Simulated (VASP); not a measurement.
# SiO2 (Ibam) in VASP: single point with HF

Aim: the single point of SiO2 with HF.

Everything below comes from runs of VASP 6.6.1. Logs are shortened: lines on timing, memory, paths and dates and some standing lists are left out, and cuts for length are marked.

### 1 The cell of the first run

The typed cell holds 6 atoms: a = 4.611 Å, b = 4.611 Å, c = 4.611 Å, α = 105.04°, β = 104.95°, γ = 118.86°.

### 2 Single point, HF

POSCAR

```
SiO2
1.0
   -2.8058995024      2.8087755226      2.3452081679
    2.8058995024     -2.8087755226      2.3452081679
    2.8058995024      2.8087755226     -2.3452081679
Si O
2 4
Direct
    0.2500000000      0.2500000000      0.0000000000
    0.7500000000      0.7500000000      0.0000000000
    0.1473070228      0.8524439467      0.9997509695
    0.6473070228      0.6475560533      0.2948630761
    0.3526929772      0.3524439467      0.7051369239
    0.8526929772      0.1475560533      0.0002490305
```

INCAR.step1

```
SYSTEM = SiO2
PREC = Accurate
ENCUT = 520
EDIFF = 1E-5
ISMEAR = 0
SIGMA = 0.01
LREAL = .False.
LASPH = .True.
NELM = 120
ALGO = Normal
ISIF = 2
LWAVE = .True.
LCHARG = .False.
GGA = PE
NBANDS = 25
GGA_COMPAT = .False.
```

INCAR.step2

```
SYSTEM = SiO2
PREC = Accurate
ENCUT = 520
EDIFF = 1E-6
ISMEAR = 0
SIGMA = 0.01
LREAL = .False.
LASPH = .True.
NELM = 120
ALGO = Normal
ISIF = 2
LWAVE = .False.
LCHARG = .False.
GGA = PE
LHFCALC = .True.
AEXX = 1.0
ALDAC = 0.0
AGGAC = 0.0
PRECFOCK = Normal
ISTART = 1
NBANDS = 25
GGA_COMPAT = .False.
```

KPOINTS

```
Automatic mesh
0
Gamma
  4 4 4
  0 0 0
```

Potentials or basis: VASP PAW PBE potentials, release 64 (Si, O).

Run with:

```console
$ cat potpaw_PBE.64/Si/POTCAR potpaw_PBE.64/O/POTCAR > POTCAR
$ cp INCAR.step1 INCAR
$ mpirun -np 1 vasp_std > vasp.out
$ cp INCAR.step2 INCAR
$ mpirun -np 1 vasp_std > vasp.out
```

OUTCAR:

```text
SYSTEM = SiO2
   PREC = Accurate
   ENCUT = 520
   EDIFF = 1E-6
   ISMEAR = 0
   LREAL = .False.
   LASPH = .True.
   NELM = 120
   ISIF = 2
   GGA = PE
   LHFCALC = .True.
   AEXX = 1.0
   PRECFOCK = Normal
   ISTART = 1

 ion  position               nearest neighbor table
   1  0.250  0.250  0.000-   6 1.66   5 1.66   3 1.66   4 1.66   2 2.35   2 2.35
   2  0.750  0.750  0.000-   3 1.66   4 1.66   5 1.66   6 1.66   1 2.35   1 2.35
   3  0.147  0.852  1.000-   2 1.66   1 1.66
   4  0.647  0.648  0.295-   2 1.66   1 1.66
   5  0.353  0.352  0.705-   1 1.66   2 1.66
   6  0.853  0.148  0.000-   1 1.66   2 1.66

  LATTYP: Found a body centered orthorhombic cell.
 ALAT       =     4.6904163358
 B/A-ratio  =     1.1964394209
 C/A-ratio  =     1.1976657599

  Lattice vectors:

 A1 = (   2.8058995024,  -2.8087755226,   2.3452081679)
 A2 = (  -2.8058995024,  -2.8087755226,  -2.3452081679)
 A3 = (   2.8058995024,   2.8087755226,  -2.3452081679)

Analysis of symmetry for initial positions (statically):
=====================================================================
 Subroutine PRICEL returns:
 Original cell was already a primitive cell.

 Routine SETGRP: Setting up the symmetry group for a
 body centered orthorhombic supercell.

 Subroutine GETGRP returns: Found  8 space group operations
 (whereof  4 operations were pure point group operations)
 out of a pool of  8 trial point group operations.

The static configuration has the point symmetry C_2h.
 The point group associated with its full space group is D_2h.

Analysis of symmetry for dynamics (positions and initial velocities):
=====================================================================
 Subroutine PRICEL returns:
 Original cell was already a primitive cell.

 Routine SETGRP: Setting up the symmetry group for a
 body centered orthorhombic supercell.

 Subroutine GETGRP returns: Found  8 space group operations
 (whereof  4 operations were pure point group operations)
 out of a pool of  8 trial point group operations.

The dynamic configuration has the point symmetry C_2h.
 The point group associated with its full space group is D_2h.

 Subroutine INISYM returns: Found  8 space group operations
 (whereof  4 operations are pure point group operations),
 and found     1 'primitive' translations

----------------------------------------------------------------------------------------

                                     Primitive cell

  volume of cell :      73.9317

  direct lattice vectors                    reciprocal lattice vectors
    -2.805899502  2.808775523  2.345208168     0.000000000  0.178013514  0.213200690
     2.805899502 -2.808775523  2.345208168     0.178195976  0.000000000  0.213200690
     2.805899502  2.808775523 -2.345208168     0.178195976  0.178013514  0.000000000

  length of vectors
     4.611105432  4.611105432  4.611105432     0.277746909  0.277863888  0.251878179

  position of ions in fractional coordinates (direct lattice)
     0.250000000  0.250000000  0.000000000
     0.750000000  0.750000000  0.000000000
     0.147307023  0.852443947  0.999750969
     0.647307023  0.647556053  0.294863076
     0.352692977  0.352443947  0.705136924
     0.852692977  0.147556053  0.000249031

  ion indices of the primitive-cell ions
   primitive index   ion index
                 1           1
                 2           2
                 3           3
                 4           4
                 5           5
                 6           6

----------------------------------------------------------------------------------------

 KPOINTS: Automatic mesh

Automatic generation of k-mesh.
 Grid dimensions read from file:
 generate k-points for:    4    4    4

 Generating k-lattice:

  Cartesian coordinates                     Fractional coordinates (reciprocal lattice)
     0.000000000  0.044503378  0.053300173     0.250000000  0.000000000  0.000000000
     0.044548994  0.000000000  0.053300173     0.000000000  0.250000000 -0.000000000
     0.044548994  0.044503378  0.000000000     0.000000000 -0.000000000  0.250000000

  Length of vectors
     0.069436727  0.069465972  0.062969545

  Shift w.r.t. Gamma in fractional coordinates (k-lattice)
     0.000000000  0.000000000  0.000000000

 Subroutine IBZKPT returns following result:
 ===========================================

 Found     18 irreducible k-points:

 Following reciprocal coordinates:
            Coordinates               Weight
  0.000000  0.000000  0.000000      1.000000
  0.250000  0.000000 -0.000000      4.000000
  0.500000  0.000000 -0.000000      2.000000
  0.000000  0.250000 -0.000000      4.000000
  0.250000  0.250000 -0.000000      8.000000
  0.500000  0.250000 -0.000000      8.000000
[... 10 lines left out ...]
 -0.250000 -0.250000  0.250000      2.000000
  0.500000  0.500000  0.500000      1.000000
   k-points           NKPTS =     18   k-points in BZ     NKDIM =     64   number of bands    NBANDS=     25
   number of dos      NEDOS =    301   number of ions     NIONS =      6
   total plane-waves  NPLWV =  46656
   dimension x,y,z NGX =    36 NGY =   36 NGZ =   36
   dimension x,y,z NGXF=    72 NGYF=   72 NGZF=   72
   ions per type =               2   4
   NGX,Y,Z   is equivalent  to a cutoff of  12.98, 12.98, 12.98 a.u.
   NGXF,Y,Z  is equivalent  to a cutoff of  25.96, 25.96, 25.96 a.u.
 SYSTEM =  SiO2
   PREC   = accura    normal or accurate (medium, high low for compatibility)
   ISTART =      1    job   : 0-new  1-cont  2-samecut
   ICHARG =      0    charge: 1-file 2-atom 10-const
   ISPIN  =      1    spin polarized calculation?
   LNONCOLLINEAR =      F non collinear calculations
   LSORBIT =      F    spin-orbit coupling
   LASPH  =      T    aspherical Exc in radial PAW
   ENCUT  =  520.0 eV  38.22 Ry    6.18 a.u.   8.57  8.57  8.57*2*pi/ulx,y,z
   NELM   =    120;   NELMIN=  2; NELMDL=  0     # of ELM steps
   EDIFF  = 0.1E-05   stopping-criterion for ELM
   LREAL  =      F    real-space projection
   EDIFFG = 0.1E-04   stopping-criterion for IOM
   NSW    =      0    number of steps for IOM
   IBRION =     -1    ionic relax: 0-MD 1-quasi-New 2-CG
   NFREE  =      0    steps in history (QN), initial steepest desc. (CG)
   ISIF   =      2    stress and relaxation
   ISYM   =      3    0-nonsym 1-usesym 2-fastsym
   POTIM  = 0.5000    time-step for ionic-motion
   TEBEG  =    0.0;   TEEND  =   0.0 temperature during run
   PSTRESS=    0.0 pullay stress
   NELECT =      32.0000    total number of electrons
   NUPDOWN=      -1.0000    fix difference up-down
   EMIN   =  10.00;   EMAX   =-10.00  energy-range for DOS
   EFERMI =   0.00;   METHOD = LEGACY
   ISMEAR =     0;   SIGMA  =   0.01  broadening in eV -4-tet -1-fermi 0-gaus
   EFERMI_NEDOS =   21; number of points for ismear=-14 and -15
   IALGO  =     38    algorithm
   IMIX   =      1    mixing-type and parameters
     AMIX     =   0.40;   BMIX     =  1.00
     AMIX_MAG =   1.60;   BMIX_MAG =  1.00
  volume/ion in A,a.u.               =      12.32        83.15
  Fermi-wavevector in a.u.,A,eV,Ry     =   1.238363  2.340167 20.865119  1.533543
  Thomas-Fermi vector in A             =   2.372892
   LORBIT       =      0    0 simple, 1 ext, 2 COOP (PROOUT), +10 PAW based schemes
   GGA     = PE    functional components
   LHFCALC =     T    Hartree Fock is set to
   PRECFOCK=normal    Normal, Fast or Accurate (Low or Medium for compatibility)
   ENCUT4O =  -1.0   cutoff for four orbital integrals eV
   NKREDX  =     1    reduce k-point grid by
   NKREDY  =     1    reduce k-point grid by
   NKREDZ  =     1    reduce k-point grid by
   AEXX    =    1.0000 exact exchange contribution
   HFSCREEN=    0.0000 screening length (either q_TF or 0.3 A-1)
   HFSCREENC=   0.0000 screening length for correlation (either q_TF or 0.3 A-1)
   ENCUTFOCK=  -1.0 apply spherical cutoff to Coloumb kernel
   IVDW    =     0    specifies the selected vdW correction
   LEPSILON=     F    determine dielectric tensor
   LRPA    =     F    only Hartree local field effects (RPA)
 non-spin polarized calculation
 Gauss-broadening in eV      SIGMA  =   0.01
  energy-cutoff  :      520.00
  volume of cell :       73.93
 maximum number of plane-waves:      2008
 NGX is ok and might be reduce to    36
  NGX = 28; NGY = 28; NGZ = 28

 number of electron      32.0000000 magnetization

 Free energy of the ion-electron system (eV)
  ---------------------------------------------------
  ext. energy  EPLUGINS =         0.00000000
  ---------------------------------------------------
  free energy    TOTEN  =       -94.90807297 eV

  energy without entropy =      -94.90807297  energy(sigma->0) =      -94.90807297

 E-fermi :  -4.2965     XC(G=0):   0.0000

 val. band max:       -4.3530699921   @ k =   0.5000   0.5000   0.5000
 cond. band min:      11.4814528441   @ k =   0.0000   0.0000   0.0000
 fundamental gap:     15.8345228361
 Fermi energy:        -4.2964934375

 k-point     1 :       0.0000    0.0000    0.0000
  band No.  band energies     occupation
      1     -30.7024      2.00000
      2     -28.5888      2.00000
      3     -27.1271      2.00000
      4     -27.1255      2.00000
      5     -12.1706      2.00000
      6     -11.0781      2.00000
[... 17 lines left out ...]
     24      20.0563      0.00000
     25      20.0703      0.00000

 k-point     2 :       0.2500    0.0000   -0.0000
  band No.  band energies     occupation
      1     -30.3840      2.00000
      2     -28.8698      2.00000
      3     -27.2238      2.00000
      4     -27.2123      2.00000
      5     -12.2512      2.00000
      6     -10.8697      2.00000
[... 17 lines left out ...]
     24      19.5146      0.00000
     25      20.2775      0.00000

 k-point     3 :       0.5000    0.0000   -0.0000
  band No.  band energies     occupation
      1     -29.6096      2.00000
      2     -29.6096      2.00000
      3     -27.3099      2.00000
      4     -27.3099      2.00000
      5     -11.5437      2.00000
      6     -11.5437      2.00000
[... 17 lines left out ...]
     24      18.9504      0.00000
     25      20.2748      0.00000

 k-point     4 :       0.0000    0.2500   -0.0000
  band No.  band energies     occupation
      1     -30.3839      2.00000
      2     -28.8698      2.00000
      3     -27.2227      2.00000
      4     -27.2135      2.00000
      5     -12.2513      2.00000
      6     -10.8698      2.00000
[... 17 lines left out ...]
     24      19.5119      0.00000
     25      20.2820      0.00000

 k-point     5 :       0.2500    0.2500   -0.0000
  band No.  band energies     occupation
      1     -29.7128      2.00000
      2     -29.4974      2.00000
      3     -27.3215      2.00000
      4     -27.3100      2.00000
      5     -11.7478      2.00000
      6     -11.0973      2.00000
[... 17 lines left out ...]
     24      18.9854      0.00000
     25      20.0140      0.00000

 k-point     6 :       0.5000    0.2500   -0.0000
  band No.  band energies     occupation
      1     -30.1881      2.00000
      2     -28.9521      2.00000
      3     -27.4247      2.00000
      4     -27.2166      2.00000
      5     -12.2870      2.00000
      6     -10.9457      2.00000
[... 17 lines left out ...]
     24      19.6944      0.00000
     25      20.5696      0.00000
[... 225 lines left out ...]
 k-point    15 :       0.2500   -0.2500    0.2500
  band No.  band energies     occupation
      1     -30.4196      2.00000
      2     -28.6640      2.00000
      3     -27.3276      2.00000
      4     -27.3002      2.00000
      5     -12.8227      2.00000
      6     -10.8588      2.00000
[... 17 lines left out ...]
     24      19.9915      0.00000
     25      21.5201      0.00000

 k-point    16 :       0.5000   -0.2500    0.2500
  band No.  band energies     occupation
      1     -29.9852      2.00000
      2     -29.0437      2.00000
      3     -27.4210      2.00000
      4     -27.4086      2.00000
      5     -12.3881      2.00000
      6     -11.2176      2.00000
[... 17 lines left out ...]
     24      19.4146      0.00000
     25      20.7952      0.00000

 k-point    17 :      -0.2500   -0.2500    0.2500
  band No.  band energies     occupation
      1     -29.8164      2.00000
      2     -29.3851      2.00000
      3     -27.3175      2.00000
      4     -27.3169      2.00000
      5     -11.9383      2.00000
      6     -10.4828      2.00000
[... 17 lines left out ...]
     24      19.1297      0.00000
     25      20.7632      0.00000

 k-point    18 :       0.5000    0.5000    0.5000
  band No.  band energies     occupation
      1     -30.0898      2.00000
      2     -28.7364      2.00000
      3     -27.5215      2.00000
      4     -27.5213      2.00000
      5     -13.3107      2.00000
      6     -10.7024      2.00000
[... 17 lines left out ...]
     24      19.4356      0.00000
     25      20.8045      0.00000

------------------------ aborting loop because EDIFF is reached ----------------------------------------

  FORCE on cell =-STRESS in cart. coord.  units (eV):
  Direction    XX          YY          ZZ          XY          YZ          ZX
  --------------------------------------------------------------------------------------
  -------------------------------------------------------------------------------------
  Total       -2.5475442     -2.5401640     -2.7470484      0.0000000      0.0000000      0.0000000
  in kB      -55.2079687    -55.0480324    -59.5314364      0.0000000      0.0000000      0.0000000
  external PRESSURE =     -56.5958125 kB  Pullay stress =       0.0000000 kB

 VOLUME and BASIS-vectors are now :
 -----------------------------------------------------------------------------
  energy-cutoff  :      520.00
  volume of cell :       73.93
      direct lattice vectors                 reciprocal lattice vectors
    -2.805899502  2.808775523  2.345208168     0.000000000  0.178013514  0.213200690
     2.805899502 -2.808775523  2.345208168     0.178195976  0.000000000  0.213200690
     2.805899502  2.808775523 -2.345208168     0.178195976  0.178013514  0.000000000

 POSITION                                       TOTAL-FORCE (eV/Angst)
 -----------------------------------------------------------------------------------
      0.00000      0.00000      1.17260        -0.000000      0.000000      0.000000
      0.00000      0.00000      3.51781        -0.000000      0.000000      0.000000
      4.78374      0.82750      0.00000         1.210182     -1.208332     -0.000000
      0.82805      0.82750      2.34521        -1.210182     -1.208332      0.000000
      1.97784      1.98127      0.00000         1.210182      1.208332      0.000000
     -1.97784      1.98127      2.34521        -1.210182      1.208332      0.000000
 -----------------------------------------------------------------------------------
    total drift:                                0.000000      0.000000      0.000000

  FREE ENERGIE OF THE ION-ELECTRON SYSTEM (eV)
  ---------------------------------------------------
  free  energy   TOTEN  =       -94.9080729667 eV

  energy  without entropy=      -94.9080729667  energy(sigma->0) =      -94.90807297
```

Wall time 64 min (1 thread of Intel Xeon 6975P-C (Granite Rapids), shared host); peak memory 0.24 GiB.

What came out:

```
Free energy            : -94.9081 eV
Pressure               : -5.7 GPa
Largest force          : 1.710 eV/Å
Band gap on the k mesh : 15.83 eV (least direct gap 16.49 eV)
```

Forces in eV/Å, atoms in the order of the input:
```
Si   0.000  0.000  0.000
Si   0.000  0.000  0.000
O    1.210 -1.208  0.000
O   -1.210 -1.208  0.000
O    1.210  1.208  0.000
O   -1.210  1.208  0.000
```

Levels at points of the mesh, in eV from the valence-band top:
| k point | band 13 | band 14 | band 15 | band 16 | band 17 | band 18 | band 19 | band 20 |
| --- | --- | --- | --- | --- | --- | --- | --- | --- |
| (0.00, 0.00, 0.00) | -1.31 | -1.03 | -0.66 | -0.66 | 15.83 | 21.44 | 21.45 | 21.46 |
| (0.50, 0.00, 0.00) | -1.45 | -1.45 | -1.27 | -1.27 | 19.62 | 19.62 | 20.87 | 20.87 |
| (0.00, 0.50, 0.00) | -1.45 | -1.45 | -1.27 | -1.27 | 19.62 | 19.62 | 20.87 | 20.87 |
| (0.50, 0.50, 0.00) | -2.17 | -1.51 | -0.62 | -0.44 | 18.12 | 20.12 | 20.85 | 21.27 |
| (0.50, 0.50, 0.50) | -3.21 | -1.43 | -1.42 | 0.00 | 19.84 | 19.99 | 20.47 | 20.48 |

Caveat: the k points lie up to 0.44 Å⁻¹ apart; the PAW data sets were made with another functional, which shifts forces and pressure a little.
